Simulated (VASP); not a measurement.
Set up this calculation in VASP 6.6.1, as the native input.

```yaml
Task: single point
Functional: PBE
Potentials_or_basis: VASP PAW PBE potentials, release 64 (I)
Cutoff: 520 eV
k_mesh: 14 × 14 × 14
Occupations: fermi-dirac, width 0.05 eV
Spin: no spin polarisation
Dipole_correction: no
Further_INCAR_settings: ALGO = Normal; EDIFF = 1e-06; NBANDS = 10
```

The structure of I lies in POSCAR:

```
I
1.0
    0.0000000000      2.2839386976      2.2839386976
    2.2839386976      0.0000000000      2.2839386976
    2.2839386976      2.2839386976      0.0000000000
I
1
Direct
    0.0000000000      0.0000000000      0.0000000000
```

These files were run (other wordings do the same):

INCAR

```
SYSTEM = I
  ALGO = Normal
  EDIFF = 1E-6
  ENCUT = 520
  GGA = PE
  ISIF = 2
  ISMEAR = -1
  LASPH = .True.
  LCHARG = .True.
  LELF = .True.
  LREAL = .False.
  LVHAR = .True.
  LWAVE = .False.
  NBANDS = 10
  NELM = 100
  PREC = Accurate
  SIGMA = 0.05
```

KPOINTS

```
k-points
0
Gamma
  14 14 14
  0 0 0
```

Potentials or basis: VASP PAW PBE potentials, release 64 (I).

The run is started by

```console
$ cat potpaw_PBE.64/I/POTCAR > POTCAR
$ mpirun -np 1 vasp_std > vasp.out
```

Results of the run:

```
Pressure               : 25.0 GPa
Band gap on the k mesh : zero (an odd number of electrons rules out a gap without spin polarisation)
```

Caveat: the cell stands under pressure; spin-orbit coupling is left out, which moves the levels of the heavy elements; an odd number of electrons without spin polarisation forces a metal; a magnetic or distorted state may lie lower.

Wall time 8.4 s on 1 thread of Intel(R) Xeon(R) Platinum 8488C (Sapphire Rapids) (shared host), peak memory 0.15 GiB.
